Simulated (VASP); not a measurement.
Write the native input for VASP 6.6.1 that does the following.

| Quantity | Value |
| --- | --- |
| Task | single point |
| Functional | PBE |
| Potentials or basis | VASP PAW PBE potentials, release 64 (Pb_d) |
| Cutoff | 500 eV |
| k mesh | 4 × 4 × 4 |
| Occupations | gaussian, width 0.1 eV |
| Spin | no spin polarisation |
| Dipole correction | no |
| Further INCAR settings | ALGO = Normal; EDIFF = 1e-06; NBANDS = 21 |

The structure of Pb lies in POSCAR:

```
Pb
1.0
    0.0000000000      3.4423055673      3.4423055673
    3.4423055673      0.0000000000      3.4423055673
    3.4423055673      3.4423055673      0.0000000000
Pb
2
Direct
    0.0000000000      0.0000000000      0.0000000000
    0.2500000000      0.2500000000      0.2500000000
```

This isn't the form of Pb at room conditions, which is fcc.

The input as run:

INCAR

```
ALGO = Normal ; EDIFF = 1E-6
ENCUT = 500 ; GGA = PE
GGA_COMPAT = False ; ISIF = 2
ISMEAR = 0 ; LASPH = True
LCHARG = False ; LREAL = False
LWAVE = False ; NBANDS = 21
NELM = 120 ; PREC = Accurate
SIGMA = 0.1
```

KPOINTS

```
k-points
0
Gamma
  4 4 4
```

Potentials or basis: VASP PAW PBE potentials, release 64 (Pb_d).

Command:

```sh
$ cat potpaw_PBE.64/Pb_d/POTCAR > POTCAR
$ mpirun -np 1 vasp_std > vasp.out
```

It gave:

```json
{"Pressure": "3.0 GPa", "Band gap on the k mesh": "zero (bands 14 and 15 overlap by 1.14 eV)"}
```

Caveat: the k points lie up to 0.40 Å⁻¹ apart, too coarse for converged energies and pressures of a metal; spin-orbit coupling is left out, which moves the levels of the heavy elements.

Wall time 11 s on 1 thread of Intel(R) Xeon(R) Platinum 8259CL CPU @ 2.50GHz (Skylake/Cascade Lake) (shared host), peak memory 0.2 GiB.
